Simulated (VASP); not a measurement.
Al, 1 atom in the cell. Symmetry: I4/mmm, No. 139, tetragonal system. Conventional cell: a = 3.182 Å, b = 3.182 Å, c = 3.230 Å, α = 90.00°, β = 90.00°, γ = 90.00°. Al (site symmetry 4/mmm) has 14 Al at 2.77 to 3.23 Å within 3.7 Å.  This cell differs from its parent crystal: cell strained by +1.5% along z.

```yaml
Program: VASP 6.6.1
Task: single point
Functional: LAK
Potentials_or_basis: VASP PAW PBE potentials, release 64 (Al)
Cutoff: 620 eV
k_mesh: 23 × 23 × 23
Occupations: fermi-dirac, width 0.02 eV
Spin: no spin polarisation
Tolerance_level: standard
Purpose: stress
Further_INCAR_settings: ALGO = Normal; EDIFF = 1e-07
```

Potentials or basis: VASP PAW PBE potentials, release 64 (Al).

The run is started by

```bash
$ cat potpaw_PBE.64/Al/POTCAR > POTCAR
$ mpirun -np 1 vasp_std > vasp.out
```

Hardware: 1 thread of Intel(R) Xeon(R) 6975P-C (Granite Rapids) (shared host).

**Question.** How long does it take, and how much memory?

**Answer.** Run time: 2.8 min on 1 thread of Intel(R) Xeon(R) 6975P-C (Granite Rapids), on a shared host, peak memory 0.22 GiB. Counts: scf iterations 27, k points 936.
